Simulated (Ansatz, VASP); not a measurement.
# Fe3Ge in VASP and in Ansatz

The input INCAR:

```
SYSTEM = Fe3Ge
  PREC = Accurate
  ENCUT = 520
  EDIFF = 1E-6
  ISMEAR = -1
  SIGMA = 0.03
  LREAL = .False.
  LASPH = .True.
  NELM = 150
  ALGO = Normal
  ISIF = 2
  LWAVE = .False.
  LCHARG = .False.
  ISPIN = 2
  MAGMOM = 3 3 3 0
  LORBIT = 11
  LMAXMIX = 4
  GGA = PS
  NBANDS = 31
```

KPOINTS

```
Automatic mesh
0
Gamma
  9 9 9
  0 0 0
```

File POSCAR:

```
Fe3Ge
1.0
    3.5984461503      0.0000000000      0.0000000000
    0.0000000000      3.5984461503      0.0000000000
    0.0000000000      0.0000000000      3.5984461503
Fe Ge
3 1
Direct
    0.0000000000      0.5000000000      0.5000000000
    0.5000000000      0.5000000000      0.0000000000
    0.5000000000      0.0000000000      0.5000000000
    0.0000000000      0.0000000000      0.0000000000
```

Input for Ansatz:

```yaml
crystal:
  lattice:
    - [3.5984461503, 0.0, 0.0]
    - [0.0, 3.5984461503, 0.0]
    - [0.0, 0.0, 3.5984461503]
  atoms:
    - { symbol: Fe, position: [0.0, 0.5, 0.5], spin: 3.0 }
    - { symbol: Fe, position: [0.5, 0.5, 0.0], spin: 3.0 }
    - { symbol: Fe, position: [0.5, 0.0, 0.5], spin: 3.0 }
    - { symbol: Ge, position: [0.0, 0.0, 0.0] }
magnetization:
  spin_polarized: true
kpoints:
  mp_grid: { grid: [9, 9, 9] }
scf:
  occupations: { method: fermi_dirac, width: 0.03 }
  lower_state_search: "off"
hamiltonian:
  xc: pbesol
  pseudopotentials: { kind: paw }
output:
  forces: true
  stress: true
  eigenvalues: true
  populations: true
  write_density: true
  write_potential: true
  elf: true
  volumetric_format: npy
```

Change from the starting cell: volume scaled by 0.95, PAW files.

Alike in both runs: task single point; functional PBEsol; k mesh 9 × 9 × 9; occupations fermi-dirac, width 0.03 eV; collinear spin.

|  | VASP | Ansatz |
| --- | --- | --- |
| version | VASP 6.6.1 | Ansatz 0.2.0 |
| potentials or method | VASP PAW PBE potentials, release 64 (Fe, Ge_d) | PAW with Ansatz's default frozen-core files, scalar-relativistic |
| plane-wave cutoff (eV) | 520 | 420 |
| valence electrons in the cell | 38 | 62 |

Ansatz gave:

| Item | Value |
| --- | --- |
| pressure (GPa) | -2.9 |
| net moment per atom (μB) | 1.56 |
| size of the moment on the site where the two differ most (μB) | 0.11 |

Problem. What did VASP give for the same quantities?

Solution. Pressure (GPa): -2.6; net moment per atom (μB): 1.56; size of the moment on the site where the two differ most (μB): 0.13.

VASP's potentials were made for PBE, not for PBEsol. Site moments also hang on the region over which each program counts them. The functional is the same, so the differences come from potentials, cutoffs and numerics. VASP's potentials hold 38 valence electrons a cell and Ansatz's 62, so a difference there can come from the potentials and not from the codes.
